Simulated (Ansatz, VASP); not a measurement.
## SiC in VASP and in Ansatz

Contents of POSCAR:

```
SiC
1.0
    0.0000000000      2.1912964221      2.1912964221
    2.1912964221      0.0000000000      2.1912964221
    2.1912964221      2.1912964221      0.0000000000
Si C
1 1
Direct
    0.0000000000      0.0000000000      0.0000000000
    0.7500000000      0.7500000000      0.7500000000
```

Contents of INCAR.step1:

```
SYSTEM = SiC
ALGO = Normal ; EDIFF = 1E-5
ENCUT = 660 ; GGA = PE
GGA_COMPAT = .False. ; ISMEAR = 0
LASPH = .True. ; LCHARG = .False.
LREAL = .False. ; LWAVE = .True.
NBANDS = 11 ; NELM = 120
PREC = Accurate ; SIGMA = 0.05
```

INCAR.step2

```
SYSTEM = SiC
ALGO = Normal ; EDIFF = 1E-6
ENCUT = 660 ; GGA_COMPAT = .False.
ISIF = 2 ; ISMEAR = 0
ISTART = 1 ; LASPH = .True.
LCHARG = .True. ; LELF = .True.
LMIXTAU = .True. ; LREAL = .False.
LVHAR = .True. ; LWAVE = .False.
METAGGA = R2SCAN ; NBANDS = 11
NELM = 120 ; PREC = Accurate
SIGMA = 0.05
```

Contents of KPOINTS:

```
k-points
0
Gamma
  10 10 10
  0 0 0
```

Input for Ansatz:

```yaml
crystal:
  lattice:
    - [0.0, 2.1912964221, 2.1912964221]
    - [2.1912964221, 0.0, 2.1912964221]
    - [2.1912964221, 2.1912964221, 0.0]
  atoms:
    - { symbol: Si, position: [0.0, 0.0, 0.0] }
    - { symbol: C, position: [0.75, 0.75, 0.75] }
basis:
  ecutwfc: 500
  ecutrho_ratio: 4
kpoints:
  mp_grid: { grid: [10, 10, 10] }
hamiltonian:
  xc: r2scan
scf:
  occupations: { method: gaussian, width: 0.05 }
output:
  forces: true
  stress: true
  eigenvalues: true
```

Alike in both runs: task single point; functional r2SCAN; k mesh 10 × 10 × 10; occupations gaussian, width 0.05 eV; no spin polarisation.

|  | VASP | Ansatz |
| --- | --- | --- |
| version | VASP 6.6.1 | Ansatz 0.2.0 |
| potentials or method | VASP PAW PBE potentials, release 64 (Si, C), cutoff 660 eV | scalar-relativistic, plane waves, PAW |
| valence electrons in the cell | 8 | 8 |

VASP gave:

```
gap on the k mesh at the Fermi level (eV) : 1.74
least direct gap on the mesh (eV)         : 5.04
pressure (GPa)                            : -4.3
```

Task: What did Ansatz give for the same quantities?

Result: gap on the k mesh at the Fermi level (eV): 1.73; least direct gap on the mesh (eV): 5.02; pressure (GPa): -4.0.

VASP's potentials were made for PBE, not for r2SCAN.
